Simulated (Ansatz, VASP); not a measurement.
**Pd in VASP and in Ansatz**

Contents of INCAR:

```
PREC = Accurate
ENCUT = 500
EDIFF = 1E-6
ISMEAR = -1
SIGMA = 0.1
LREAL = F
LASPH = T
NELM = 120
ALGO = Normal
ISIF = 2
LWAVE = F
LCHARG = F
GGA = CA
NBANDS = 11
GGA_COMPAT = F
```

Contents of KPOINTS:

```
regular mesh
0
Gamma
  6 6 6
```

POSCAR

```
Pd
1.0
    0.0000000000      1.9405000000      1.9405000000
    1.9405000000      0.0000000000      1.9405000000
    1.9405000000      1.9405000000      0.0000000000
Pd
1
Direct
    0.0000000000      0.0000000000      0.0000000000
```

Input for Ansatz:

```yaml
crystal:
  lattice:
    - [0.0, 1.9405, 1.9405]
    - [1.9405, 0.0, 1.9405]
    - [1.9405, 1.9405, 0.0]
  atoms:
    - { symbol: Pd, position: [0.0, 0.0, 0.0] }
hamiltonian:
  xc: lda
  pseudopotentials: { kind: paw }
basis:
  ecutwfc: 420
kpoints:
  mp_grid: { grid: [6, 6, 6] }
scf:
  occupations: { method: fermi_dirac, width: 0.1 }
  lower_state_search: "off"
  max_iter: 100
output:
  forces: true
  stress: true
```

Alike in both runs: task single point; functional LDA; k mesh 6 × 6 × 6; occupations fermi-dirac, width 0.1 eV; no spin polarisation.

|  | VASP | Ansatz |
| --- | --- | --- |
| version | VASP 6.6.1 | Ansatz 0.2.0 |
| potentials or method | VASP PAW LDA potentials, release 64 (Pd), cutoff 500 eV | PAW, plane waves, scalar-relativistic |
| valence electrons in the cell | 10 | 18 |

|  | VASP | Ansatz | Ansatz less VASP |
| --- | --- | --- | --- |
| pressure (GPa) | -7.4 | -7.6 | -0.25 |

LDA's correlation is that of Perdew and Zunger in VASP and of Perdew and Wang (1992) in Ansatz. VASP's potentials hold 10 valence electrons a cell and Ansatz's 18, so a difference there can come from the potentials and not from the codes.

The k mesh is coarse, so the values compare programs but aren't converged.
